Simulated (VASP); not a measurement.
Hf2Si3N, 6 atoms in the cell. Symmetry: R-3m, No. 166, trigonal system. Conventional cell: a = 5.252 Å, b = 5.252 Å, c = 12.466 Å, α = 90.00°, β = 90.00°, γ = 120.00°. Hf (site symmetry 3m) has 9 Si at 3.02 to 3.05 Å and 3 N at 3.08 Å and 4 Hf at 3.09 to 3.22 Å within 4.0 Å. Within 3.4 Å of Si (site symmetry 2/m) lie 2 N at 2.57 Å and 4 Si at 2.63 Å and 6 Hf at 3.02 to 3.05 Å. N (site symmetry -3m) has 6 Si at 2.57 Å and 6 Hf at 3.08 Å within 3.4 Å. 

| Property | Result |
| --- | --- |
| Program | VASP 6.6.1 |
| Task | relaxation of cell and atoms |
| Functional | PBE |
| Potentials or basis | VASP PAW PBE potentials, release 64 (Hf_pv, Si, N) |
| Cutoff | 600 eV |
| k mesh | 6 × 6 × 6 |
| Occupations | gaussian, width 0.1 eV |
| Spin | no spin polarisation |
| Dipole correction | no |
| Further INCAR settings | ALGO = Normal; EDIFF = 1e-06; IBRION = 2; EDIFFG = -0.04; NSW = 90; ISIF = 3 |

Potentials or basis: VASP PAW PBE potentials, release 64 (Hf_pv, Si, N).

Run with:

```console
$ cat potpaw_PBE.64/Hf_pv/POTCAR potpaw_PBE.64/Si/POTCAR potpaw_PBE.64/N/POTCAR > POTCAR
$ mpirun -np 1 vasp_std > vasp.out
```

Hardware: 1 thread of AMD EPYC 9R45 (Zen 5), with other jobs on the host.

Question: Estimate the wall time of this run.

Answer: It took 11 min on 1 thread of AMD EPYC 9R45 (Zen 5), on a shared host, peak memory 0.31 GiB. Counts: scf iterations 191, k points 32, ion steps 23.
